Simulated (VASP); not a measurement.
Y, 1 atom in the cell. It takes space group Immm (No. 71, orthorhombic). Conventional cell: a = 3.497 Å, b = 3.532 Å, c = 4.970 Å, α = 90.00°, β = 90.00°, γ = 90.00°. Within 4.6 Å of Y (site symmetry mmm) lie 12 Y at 3.50 to 3.53 Å. This isn't the form of Y at room conditions, which is hcp. This cell differs from its parent crystal: strain +0.0100 x Voigt [0, 0, 0, 1, 0, 0].

```yaml
Program: VASP 6.6.1
Task: single point
Functional: PBEsol
Potentials_or_basis: VASP PAW PBE potentials, release 64 (Y_sv)
Cutoff: 520 eV
k_mesh: 16 × 16 × 16
Occupations: gaussian, width 0.15 eV
Spin: no spin polarisation
Dipole_correction: no
Further_INCAR_settings: ALGO = Fast; EDIFF = 1e-07; NBANDS = 12
```

Potentials or basis: VASP PAW PBE potentials, release 64 (Y_sv).

Command:

```sh
$ cat potpaw_PBE.64/Y_sv/POTCAR > POTCAR
$ mpirun -np 1 vasp_std > vasp.out
```

Hardware: 1 thread of Intel(R) Xeon(R) Platinum 8559C (Emerald Rapids) (shared host).

Q: Estimate the wall time of this run.

A: Run time: 2.7 min on 1 thread of Intel(R) Xeon(R) Platinum 8559C (Emerald Rapids), on a shared host, peak memory 0.38 GiB. Counts: scf iterations 17, k points 621.
